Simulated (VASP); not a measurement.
Wanted: the native input for a VASP 6.6.1 run.

| Property | Result |
| --- | --- |
| Task | single point |
| Functional | PBE |
| Potentials or basis | VASP PAW PBE potentials, release 64 (Be, S, Zn, Cd, Hg) |
| Cutoff | 520 eV |
| k mesh | 2 × 2 × 2, shifted |
| Occupations | gaussian, width 0.1 eV |
| Spin | no spin polarisation |
| Dipole correction | no |
| Further INCAR settings | LREAL = Auto; ALGO = Normal; EDIFF = 1e-06; NBANDS = 91; ISYM = 0 |

The structure of Be3Zn2Cd2Hg3S10 lies in POSCAR:

```
Be3Zn2Cd2Hg3S10
1.0
    2.7866250506      2.7927173879      5.4662883699
   -2.7471567823     -2.7399646085      5.4201778460
    8.3373878622     -5.5463418473      2.7248413654
Be S Zn Cd Hg
3 10 2 2 3
Direct
    0.4068544918      0.9813450525      0.2015119321
    0.3186728167      0.4937762261      0.3831007265
    0.4898413969      0.4958024224      0.0230946993
    0.5658348415      0.8946327235      0.6057327688
    0.4585136858      0.4029515542      0.8451890968
    1.0014076881      0.9058717438      0.7858005999
    0.3524845281      0.8497018256      0.0398939114
    0.7454613819      0.8888607032      0.1811036347
    0.6344139132      0.3888588783      0.4036363787
    0.2221881282      0.8473937799      0.3792849724
    0.1093850575      0.3777313942      0.5555516691
    0.8359186627      0.3758534098      0.9968149670
    0.3177516550      0.3496087811      0.2027800066
    0.2204635862      0.0045787797      0.5762113439
   -0.0039971326      0.0031453177     -0.0021743802
    0.8178474014     -0.0092253359      0.3868593159
    0.6879419924      0.4973273116      0.6143720770
    0.0931058763      0.5015085128      0.7856786197
    0.5847620725      0.9972303256      0.8330348530
    0.9237455475      0.4857928129      0.1978540948
```

The input as run:

INCAR

```
SYSTEM = Be3Zn2Cd2Hg3S10
  ALGO = Normal
  EDIFF = 1E-6
  ENCUT = 520
  GGA = PE
  ISIF = 2
  ISMEAR = 0
  ISYM = 0
  LASPH = .TRUE.
  LCHARG = .TRUE.
  LELF = .TRUE.
  LREAL = Auto
  LVHAR = .TRUE.
  LWAVE = .FALSE.
  NBANDS = 91
  NELM = 100
  PREC = Accurate
  SIGMA = 0.1
```

KPOINTS

```
Automatic mesh
0
Gamma
  2 2 2
  0.5 0.5 0.5
```

Potentials or basis: VASP PAW PBE potentials, release 64 (Be, S, Zn, Cd, Hg).

Command:

```bash
$ cat potpaw_PBE.64/Be/POTCAR potpaw_PBE.64/S/POTCAR potpaw_PBE.64/Zn/POTCAR potpaw_PBE.64/Cd/POTCAR potpaw_PBE.64/Hg/POTCAR > POTCAR
$ mpirun -np 1 vasp_std > vasp.out
```

It gave:

```yaml
Pressure: 0.3 GPa
Largest_force: 0.050 eV/Å
Band_gap_on_the_k_mesh: 2.44 eV, indirect (least direct gap 2.46 eV)
```

Caveat: spin-orbit coupling is left out, which moves the levels of the heavy elements.

Run time: 3.6 min on 1 thread of Intel(R) Xeon(R) Platinum 8559C (Emerald Rapids) (shared host), peak memory 0.51 GiB.
